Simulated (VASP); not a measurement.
# GaN (P6_3mc) in VASP: further runs

Runs on GaN. Level: PBE. Tasks: single point.

Program: VASP 6.6.1. These are calculated values, not measurements. Logs are shortened: lines on timing, memory, paths and dates and some standing lists are left out, and cuts for length are marked.

## Step 1: The cell of the first run

Symmetry: P6_3mc, No. 186, hexagonal system. The conventional cell has a = 3.130 Å, b = 3.130 Å, c = 5.309 Å, α = 90.00°, β = 90.00°, γ = 120.00°. Ga (site symmetry 3m) has 4 N at 1.93 to 1.96 Å within 2.6 Å. N (site symmetry 3m) has 4 Ga at 1.93 to 1.96 Å within 2.6 Å.

## Step 2: Single point, PBE

The input, INCAR:

```
ALGO = Normal
EDIFF = 1E-6
ENCUT = 520
GGA = PE
ISIF = 2
ISMEAR = 0
LASPH = True
LCHARG = False
LREAL = False
LWAVE = False
NBANDS = 26
NELM = 60
PREC = Accurate
SIGMA = 0.02
```

The input, KPOINTS:

```
k-points
0
Gamma
  9 9 5
```

The input, POSCAR:

```
GaN
1.0
    3.1302084195      0.0000000000      0.0000000000
   -1.5651042098      2.7108400104      0.0000000000
    0.0000000000      0.0000000000      5.3088743726
Ga N
2 2
Direct
    0.3333333333      0.6666666667      0.5025278366
    0.6666666667      0.3333333333      1.0025278366
    0.3333333333      0.6666666667      0.8724721634
    0.6666666667      0.3333333333      0.3724721634
```

Potentials or basis: VASP PAW PBE potentials, release 64 (Ga_d, N).

On the command line:

```console
$ cat potpaw_PBE.64/Ga_d/POTCAR potpaw_PBE.64/N/POTCAR > POTCAR
$ mpirun -np 1 vasp_std > vasp.out
```

OUTCAR:

```text
EDIFF = 1E-6
   ENCUT = 520
   GGA = PE
   ISIF = 2
   ISMEAR = 0
   LASPH = True
   LREAL = False
   NELM = 60
   PREC = Accurate

 ion  position               nearest neighbor table
   1  0.333  0.667  0.503-   4 1.93   4 1.93   4 1.93   3 1.96
   2  0.667  0.333  0.003-   3 1.93   3 1.93   3 1.93   4 1.96
   3  0.333  0.667  0.872-   2 1.93   2 1.93   2 1.93   1 1.96
   4  0.667  0.333  0.372-   1 1.93   1 1.93   1 1.93   2 1.96

  LATTYP: Found a hexagonal cell.
 ALAT       =     3.1302084195
 C/A-ratio  =     1.6960130640

  Lattice vectors:

 A1 = (   3.1302084195,   0.0000000000,   0.0000000000)
 A2 = (  -1.5651042098,   2.7108400104,   0.0000000000)
 A3 = (   0.0000000000,   0.0000000000,   5.3088743726)

Analysis of symmetry for initial positions (statically):
=====================================================================
 Subroutine PRICEL returns:
 Original cell was already a primitive cell.

 Routine SETGRP: Setting up the symmetry group for a
 hexagonal supercell.

 Subroutine GETGRP returns: Found 12 space group operations
 (whereof  6 operations were pure point group operations)
 out of a pool of 24 trial point group operations.

The static configuration has the point symmetry C_3v.
 The point group associated with its full space group is C_6v.

Analysis of symmetry for dynamics (positions and initial velocities):
=====================================================================
 Subroutine PRICEL returns:
 Original cell was already a primitive cell.

 Routine SETGRP: Setting up the symmetry group for a
 hexagonal supercell.

 Subroutine GETGRP returns: Found 12 space group operations
 (whereof  6 operations were pure point group operations)
 out of a pool of 24 trial point group operations.

The dynamic configuration has the point symmetry C_3v.
 The point group associated with its full space group is C_6v.

 Subroutine INISYM returns: Found 12 space group operations
 (whereof  6 operations are pure point group operations),
 and found     1 'primitive' translations

----------------------------------------------------------------------------------------

                                     Primitive cell

  volume of cell :      45.0484

  direct lattice vectors                    reciprocal lattice vectors
     3.130208420  0.000000000  0.000000000     0.319467545  0.184444673  0.000000000
    -1.565104210  2.710840010  0.000000000     0.000000000  0.368889347  0.000000000
     0.000000000  0.000000000  5.308874373     0.000000000  0.000000000  0.188363847

  length of vectors
     3.130208420  3.130208420  5.308874373     0.368889347  0.368889347  0.188363847

  position of ions in fractional coordinates (direct lattice)
     0.333333333  0.666666667  0.502527837
     0.666666667  0.333333333  0.002527837
     0.333333333  0.666666667  0.872472163
     0.666666667  0.333333333  0.372472163

  ion indices of the primitive-cell ions
   primitive index   ion index
                 1           1
                 2           2
                 3           3
                 4           4

----------------------------------------------------------------------------------------

 KPOINTS: k-points

Automatic generation of k-mesh.
 Grid dimensions read from file:
 generate k-points for:    9    9    5

 Generating k-lattice:

  Cartesian coordinates                     Fractional coordinates (reciprocal lattice)
     0.035496394  0.020493853  0.000000000     0.111111111 -0.000000000  0.000000000
     0.000000000  0.040987705  0.000000000     0.000000000  0.111111111  0.000000000
     0.000000000  0.000000000  0.037672769     0.000000000  0.000000000  0.200000000

  Length of vectors
     0.040987705  0.040987705  0.037672769

  Shift w.r.t. Gamma in fractional coordinates (k-lattice)
     0.000000000  0.000000000  0.000000000

 Subroutine IBZKPT returns following result:
 ===========================================

 Found     36 irreducible k-points:

 Following reciprocal coordinates:
            Coordinates               Weight
  0.000000  0.000000  0.000000      1.000000
  0.111111  0.000000  0.000000      6.000000
  0.222222  0.000000  0.000000      6.000000
  0.333333  0.000000  0.000000      6.000000
  0.444444  0.000000  0.000000      6.000000
  0.111111  0.111111  0.000000      6.000000
[... 16 lines left out ...]
  0.333333  0.222222  0.200000     24.000000
  0.333333  0.333333  0.200000      4.000000
 [... further k-points ...]
   k-points           NKPTS =     36   k-points in BZ     NKDIM =     36   number of bands    NBANDS=     26
   number of dos      NEDOS =    301   number of ions     NIONS =      4
   total plane-waves  NPLWV =  23040
   dimension x,y,z NGX =    24 NGY =   24 NGZ =   40
   dimension x,y,z NGXF=    48 NGYF=   48 NGZF=   80
   ions per type =               2   2
   NGX,Y,Z   is equivalent  to a cutoff of  12.75, 12.75, 12.53 a.u.
   NGXF,Y,Z  is equivalent  to a cutoff of  25.49, 25.49, 25.05 a.u.
 SYSTEM =  unknown system
   PREC   = accura    normal or accurate (medium, high low for compatibility)
   ISTART =      0    job   : 0-new  1-cont  2-samecut
   ICHARG =      2    charge: 1-file 2-atom 10-const
   ISPIN  =      1    spin polarized calculation?
   LNONCOLLINEAR =      F non collinear calculations
   LSORBIT =      F    spin-orbit coupling
   LASPH  =      T    aspherical Exc in radial PAW
   ENCUT  =  520.0 eV  38.22 Ry    6.18 a.u.   5.82  5.82  9.87*2*pi/ulx,y,z
   NELM   =     60;   NELMIN=  2; NELMDL= -5     # of ELM steps
   EDIFF  = 0.1E-05   stopping-criterion for ELM
   LREAL  =      F    real-space projection
   EDIFFG = 0.1E-04   stopping-criterion for IOM
   NSW    =      0    number of steps for IOM
   IBRION =     -1    ionic relax: 0-MD 1-quasi-New 2-CG
   NFREE  =      0    steps in history (QN), initial steepest desc. (CG)
   ISIF   =      2    stress and relaxation
   ISYM   =      2    0-nonsym 1-usesym 2-fastsym
   POTIM  = 0.5000    time-step for ionic-motion
   TEBEG  =    0.0;   TEEND  =   0.0 temperature during run
   PSTRESS=    0.0 pullay stress
   NELECT =      36.0000    total number of electrons
   NUPDOWN=      -1.0000    fix difference up-down
   EMIN   =  10.00;   EMAX   =-10.00  energy-range for DOS
   EFERMI =   0.00;   METHOD = LEGACY
   ISMEAR =     0;   SIGMA  =   0.02  broadening in eV -4-tet -1-fermi 0-gaus
   EFERMI_NEDOS =   21; number of points for ismear=-14 and -15
   IALGO  =     38    algorithm
   IMIX   =      4    mixing-type and parameters
     AMIX     =   0.40;   BMIX     =  1.00
     AMIX_MAG =   1.60;   BMIX_MAG =  1.00
  volume/ion in A,a.u.               =      11.26        76.00
  Fermi-wavevector in a.u.,A,eV,Ry     =   1.519203  2.870877 31.401943  2.307978
  Thomas-Fermi vector in A             =   2.628220
   LORBIT       =      0    0 simple, 1 ext, 2 COOP (PROOUT), +10 PAW based schemes
   GGA     = PE    functional components
   LHFCALC =     F    Hartree Fock is set to
   AEXX    =    0.0000 exact exchange contribution
   IVDW    =     0    specifies the selected vdW correction
   LEPSILON=     F    determine dielectric tensor
   LRPA    =     F    only Hartree local field effects (RPA)
 non-spin polarized calculation
 Gauss-broadening in eV      SIGMA  =   0.02
  energy-cutoff  :      520.00
  volume of cell :       45.05
 maximum number of plane-waves:      1224
 NGX is ok and might be reduce to    24
   NGX = 11   NGY = 11   NGZ = 19

 number of electron      36.0000016 magnetization

 Free energy of the ion-electron system (eV)
  ---------------------------------------------------
  ext. energy  EPLUGINS =         0.00000000
  ---------------------------------------------------
  free energy    TOTEN  =       -24.23213181 eV

  energy without entropy =      -24.23213181  energy(sigma->0) =      -24.23213181

 E-fermi :   5.7158     XC(G=0): -11.7504

 val. band max:        5.5654472918   @ k =   0.0000   0.0000   0.0000
 cond. band min:       7.3710913256   @ k =   0.0000   0.0000   0.0000
 fundamental gap:      1.8056440338
 Fermi energy:         5.7158481473

 k-point     1 :       0.0000    0.0000    0.0000
  band No.  band energies     occupation
      1     -10.6239      2.00000
      2      -9.6783      2.00000
      3      -7.9987      2.00000
      4      -7.9714      2.00000
      5      -7.9714      2.00000
      6      -7.9132      2.00000
[... 18 lines left out ...]
     25      17.5427      0.00000
     26      17.5427      0.00000

 k-point     2 :       0.1111    0.0000    0.0000
  band No.  band energies     occupation
      1     -10.4965      2.00000
      2      -9.6421      2.00000
      3      -7.9818      2.00000
      4      -7.9519      2.00000
      5      -7.9361      2.00000
      6      -7.8978      2.00000
[... 18 lines left out ...]
     25      16.8818      0.00000
     26      17.7756      0.00000

 k-point     3 :       0.2222    0.0000    0.0000
  band No.  band energies     occupation
      1     -10.1785      2.00000
      2      -9.5662      2.00000
      3      -7.9433      2.00000
      4      -7.9124      2.00000
      5      -7.8619      2.00000
      6      -7.8216      2.00000
[... 18 lines left out ...]
     25      17.1355      0.00000
     26      17.7899      0.00000

 k-point     4 :       0.3333    0.0000    0.0000
  band No.  band energies     occupation
      1      -9.8522      2.00000
      2      -9.5060      2.00000
      3      -7.9215      2.00000
      4      -7.8894      2.00000
      5      -7.8139      2.00000
      6      -7.7503      2.00000
[... 18 lines left out ...]
     25      17.3581      0.00000
     26      18.3753      0.00000

 k-point     5 :       0.4444    0.0000    0.0000
  band No.  band energies     occupation
      1      -9.6804      2.00000
      2      -9.4801      2.00000
      3      -7.9242      2.00000
      4      -7.8861      2.00000
      5      -7.7922      2.00000
      6      -7.7621      2.00000
[... 18 lines left out ...]
     25      17.8452      0.00000
     26      18.8534      0.00000

 k-point     6 :       0.1111    0.1111    0.0000
  band No.  band energies     occupation
      1     -10.2731      2.00000
      2      -9.5868      2.00000
      3      -7.9492      2.00000
      4      -7.9269      2.00000
      5      -7.8729      2.00000
      6      -7.8718      2.00000
[... 427 lines left out ...]
 k-point    21 :       0.4444    0.1111    0.2000
  band No.  band energies     occupation
      1      -9.6066      2.00000
      2      -9.4806      2.00000
      3      -7.9205      2.00000
      4      -7.8801      2.00000
      5      -7.8139      2.00000
      6      -7.7432      2.00000
[... 18 lines left out ...]
     25      17.6264      0.00000
     26      19.0374      0.00000

 k-point    22 :       0.2222    0.2222    0.2000
  band No.  band energies     occupation
      1      -9.6849      2.00000
      2      -9.4971      2.00000
      3      -7.9185      2.00000
      4      -7.8639      2.00000
      5      -7.8032      2.00000
      6      -7.7844      2.00000
[... 18 lines left out ...]
     25      16.9060      0.00000
     26      19.0448      0.00000

 k-point    23 :       0.3333    0.2222    0.2000
  band No.  band energies     occupation
      1      -9.5696      2.00000
      2      -9.4834      2.00000
      3      -7.9339      2.00000
      4      -7.8417      2.00000
      5      -7.7912      2.00000
      6      -7.7492      2.00000
[... 18 lines left out ...]
     25      17.9134      0.00000
     26      18.9793      0.00000

 k-point    24 :       0.3333    0.3333    0.2000
  band No.  band energies     occupation
      1      -9.5056      2.00000
      2      -9.5056      2.00000
      3      -7.9472      2.00000
      4      -7.7926      2.00000
      5      -7.7926      2.00000
      6      -7.7502      2.00000
[... 18 lines left out ...]
     25      18.7888      0.00000
     26      18.9459      0.00000

 [... further k-points ...]

------------------------ aborting loop because EDIFF is reached ----------------------------------------

  FORCE on cell =-STRESS in cart. coord.  units (eV):
  Direction    XX          YY          ZZ          XY          YZ          ZX
  --------------------------------------------------------------------------------------
  -------------------------------------------------------------------------------------
  Total        3.4383731      3.4383731      0.0086510     -0.0000000      0.0000000      0.0000000
  in kB      122.2880433    122.2880433      0.3076793     -0.0000000      0.0000000      0.0000000
  external PRESSURE =      81.6279220 kB  Pullay stress =       0.0000000 kB

 VOLUME and BASIS-vectors are now :
 -----------------------------------------------------------------------------
  energy-cutoff  :      520.00
  volume of cell :       45.05
      direct lattice vectors                 reciprocal lattice vectors
     3.130208420  0.000000000  0.000000000     0.319467545  0.184444673  0.000000000
    -1.565104210  2.710840010  0.000000000     0.000000000  0.368889347  0.000000000
     0.000000000  0.000000000  5.308874373     0.000000000  0.000000000  0.188363847

 POSITION                                       TOTAL-FORCE (eV/Angst)
 -----------------------------------------------------------------------------------
     -0.00000      1.80723      2.66786         0.000000      0.000000     -0.003267
      1.56510      0.90361      0.01342        -0.000000      0.000000     -0.003267
     -0.00000      1.80723      4.63185         0.000000     -0.000000      0.003267
      1.56510      0.90361      1.97741        -0.000000      0.000000      0.003267
 -----------------------------------------------------------------------------------
    total drift:                               -0.000001     -0.000002     -0.001477

  FREE ENERGIE OF THE ION-ELECTRON SYSTEM (eV)
  ---------------------------------------------------
  free  energy   TOTEN  =       -24.2321318050 eV

  energy  without entropy=      -24.2321318050  energy(sigma->0) =      -24.23213181
```

It took 20 s on 1 thread of Intel Xeon Platinum 8559C (Emerald Rapids), shared host; peak memory 0.17 GiB.

What came out:

```yaml
Free_energy: -24.2321 eV
Pressure: 8.2 GPa
Largest_force: 0.003 eV/Å
Band_gap_on_the_k_mesh: 1.81 eV, direct
```

Forces in eV/Å, atoms in the order of the input:
```
Ga   0.000  0.000 -0.003
Ga   0.000  0.000 -0.003
N    0.000  0.000  0.003
N    0.000  0.000  0.003
```

Stress tensor (GPa, compression positive):
```
12.23  0.00  0.00
 0.00 12.23  0.00
 0.00  0.00  0.03
```

## Step 3: Single point, PBE

This run uses another cell than the first one, of 11.50 Å³/atom, 1.021 times its volume.

The input, INCAR:

```
SYSTEM = GaN
PREC = Accurate
ENCUT = 520
EDIFF = 1E-6
ISMEAR = 0
SIGMA = 0.02
LREAL = .FALSE.
LASPH = .TRUE.
NELM = 80
ALGO = Normal
ISIF = 2
LWAVE = .FALSE.
LCHARG = .FALSE.
GGA = PE
NBANDS = 26
```

The input, KPOINTS:

```
Automatic mesh
0
G
  9 9 5
  0 0 0
```

The input, POSCAR:

```
GaN
1.0
    3.1302084195      0.0000000000      0.0000000000
   -1.5651042098      2.7108400104      0.0000000000
    0.0000000000      0.0000000000      5.4208725144
Ga N
2 2
Direct
    0.3333333333      0.6666666667      0.4991348587
    0.6666666667      0.3333333333      0.9991348587
    0.3333333333      0.6666666667      0.8758651413
    0.6666666667      0.3333333333      0.3758651413
```

Potentials or basis: VASP PAW PBE potentials, release 64 (Ga_d, N).

On the command line:

```console
$ cat potpaw_PBE.64/Ga_d/POTCAR potpaw_PBE.64/N/POTCAR > POTCAR
$ mpirun -np 1 vasp_std > vasp.out
```

OUTCAR:

```text
SYSTEM = GaN
   PREC = Accurate
   ENCUT = 520
   EDIFF = 1E-6
   ISMEAR = 0
   LREAL = .FALSE.
   LASPH = .TRUE.
   NELM = 80
   ISIF = 2
   GGA = PE

 ion  position               nearest neighbor table
   1  0.333  0.667  0.499-   4 1.93   4 1.93   4 1.93   3 2.04
   2  0.667  0.333  0.999-   3 1.93   3 1.93   3 1.93   4 2.04
   3  0.333  0.667  0.876-   2 1.93   2 1.93   2 1.93   1 2.04
   4  0.667  0.333  0.376-   1 1.93   1 1.93   1 1.93   2 2.04

  LATTYP: Found a hexagonal cell.
 ALAT       =     3.1302084195
 C/A-ratio  =     1.7317928355

  Lattice vectors:

 A1 = (   3.1302084195,   0.0000000000,   0.0000000000)
 A2 = (  -1.5651042098,   2.7108400104,   0.0000000000)
 A3 = (   0.0000000000,   0.0000000000,   5.4208725144)

Analysis of symmetry for initial positions (statically):
=====================================================================
 Subroutine PRICEL returns:
 Original cell was already a primitive cell.

 Routine SETGRP: Setting up the symmetry group for a
 hexagonal supercell.
[... 170 lines left out ...]
  free energy    TOTEN  =       -24.18521822 eV

  energy without entropy =      -24.18521822  energy(sigma->0) =      -24.18521822

 E-fermi :   5.4241     XC(G=0): -11.6351

 val. band max:        5.3226440612   @ k =   0.0000   0.0000   0.0000
 cond. band min:       6.9441356235   @ k =   0.0000   0.0000   0.0000
 fundamental gap:      1.6214915623
 Fermi energy:         5.4241041625

 k-point     1 :       0.0000    0.0000    0.0000
  band No.  band energies     occupation
      1     -10.7016      2.00000
      2      -9.8647      2.00000
      3      -8.1988      2.00000
      4      -8.1988      2.00000
      5      -8.1918      2.00000
      6      -8.1502      2.00000
[... 685 lines left out ...]
     25      18.4584      0.00000
     26      18.5094      0.00000

 [... further k-points ...]

------------------------ aborting loop because EDIFF is reached ----------------------------------------

  FORCE on cell =-STRESS in cart. coord.  units (eV):
  Direction    XX          YY          ZZ          XY          YZ          ZX
  --------------------------------------------------------------------------------------
  -------------------------------------------------------------------------------------
  Total        3.5419560      3.5419560     -2.6769371     -0.0000000     -0.0000000      0.0000000
  in kB      123.3693869    123.3693869    -93.2400334     -0.0000000     -0.0000000      0.0000000
  external PRESSURE =      51.1662468 kB  Pullay stress =       0.0000000 kB

 VOLUME and BASIS-vectors are now :
 -----------------------------------------------------------------------------
  energy-cutoff  :      520.00
  volume of cell :       46.00
      direct lattice vectors                 reciprocal lattice vectors
     3.130208420  0.000000000  0.000000000     0.319467545  0.184444673  0.000000000
    -1.565104210  2.710840010  0.000000000     0.000000000  0.368889347  0.000000000
     0.000000000  0.000000000  5.420872514     0.000000000  0.000000000  0.184472149

 POSITION                                       TOTAL-FORCE (eV/Angst)
 -----------------------------------------------------------------------------------
     -0.00000      1.80723      2.70575         0.000000     -0.000000      0.453701
      1.56510      0.90361      5.41618        -0.000000      0.000000      0.453701
     -0.00000      1.80723      4.74795        -0.000000      0.000000     -0.453701
      1.56510      0.90361      2.03752         0.000000     -0.000000     -0.453701
 -----------------------------------------------------------------------------------
    total drift:                               -0.000000     -0.000001      0.001413

  FREE ENERGIE OF THE ION-ELECTRON SYSTEM (eV)
  ---------------------------------------------------
  free  energy   TOTEN  =       -24.1852182206 eV

  energy  without entropy=      -24.1852182206  energy(sigma->0) =      -24.18521822
```

stdout:

```text
POSCAR found type information on POSCAR GaN
 POSCAR found :  2 types and       4 ions
 scaLAPACK will be used
 LDA part: xc-table for (Slater+PW92), standard interpolation
 POSCAR, INCAR and KPOINTS ok, starting setup
 FFT: planning ... GRIDC
 FFT: planning ... GRID_SOFT
 FFT: planning ... GRID
 WAVECAR not read
 entering main loop
```

Wall time 20 s (1 thread of Intel Xeon Platinum 8559C (Emerald Rapids), shared host); peak memory 0.17 GiB.

Results:

```
Free energy            : -24.1852 eV
Pressure               : 5.1 GPa
Largest force          : 0.454 eV/Å
Band gap on the k mesh : 1.62 eV, direct
```

Forces in eV/Å, atoms in the order of the input:
```
Ga   0.000  0.000  0.454
Ga   0.000  0.000  0.454
N    0.000  0.000 -0.454
N    0.000  0.000 -0.454
```

Stress tensor (GPa, compression positive):
```
12.34  0.00  0.00
 0.00 12.34  0.00
 0.00  0.00 -9.32
```
